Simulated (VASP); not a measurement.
Crystal: NaF.

```
Na F
1.0
     2.79349    0.00000    0.00000
     0.00000    2.79349    0.00000
     0.00000    0.00000    2.79349
Na F
1 1
Direct
  0.00000 0.00000 0.00000
  0.50000 0.50000 0.50000
```

Program: VASP 6.6.1. Alike in all runs: task single point; potentials or basis VASP PAW PBE potentials, release 64 (Na_pv, F); no spin polarisation; cell as given; cutoff (eV) 520. Hardware: 1 thread of Intel Xeon 8259CL (shared host).

Question: Order these runs on this cell by their wall time, lowest first.
A. level PBE; k mesh 10 × 10 × 10; smearing fermi-dirac 0.02 eV
B. level r2SCAN; k mesh 10 × 10 × 10; smearing gaussian 0.01 eV
C. level PBE; k mesh 6 × 6 × 6; smearing gaussian 0.01 eV

Answer: C (6.2 s), A (14 s), B (59 s).
